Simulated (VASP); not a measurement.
A run of VASP 6.6.1 is set up as follows.

File INCAR:

```
SYSTEM = KI
ALGO = Normal
EDIFF = 1E-7
ENCUT = 520
GGA = PE
ISIF = 2
ISMEAR = 0
LASPH = .True.
LCHARG = .False.
LREAL = .False.
LWAVE = .False.
NBANDS = 15
NELM = 100
PREC = Accurate
SIGMA = 0.05
```

Contents of KPOINTS:

```
k-points
0
Gamma
  6 6 6
  0 0 0
```

Contents of POSCAR:

```
KI
1.0
    0.0000000000      3.6831074658      3.5873258652
    3.6831074658      0.0000000000      3.5873258652
    3.6831074658      3.6831074658      0.0000000000
K I
1 1
Direct
   -0.0355696708     -0.0355696708      0.0355696708
    0.5109587445      0.5109587445      0.4890412555
```

Potentials or basis: VASP PAW PBE potentials, release 64 (K_sv, I).

The run is started by

```sh
$ cat potpaw_PBE.64/K_sv/POTCAR potpaw_PBE.64/I/POTCAR > POTCAR
$ mpirun -np 1 vasp_std > vasp.out
```

**Question.** Predict the pressure.

**Answer.** 0.0 GPa.

**Question.** Predict the band gap on the k mesh.

**Answer.** 3.77 eV, direct.

Stress tensor (GPa, compression positive):
```
-0.61  0.00  0.00
 0.00 -0.61  0.00
 0.00  0.00  1.16
```

Caveat: spin-orbit coupling is left out, which moves the levels of the heavy elements.
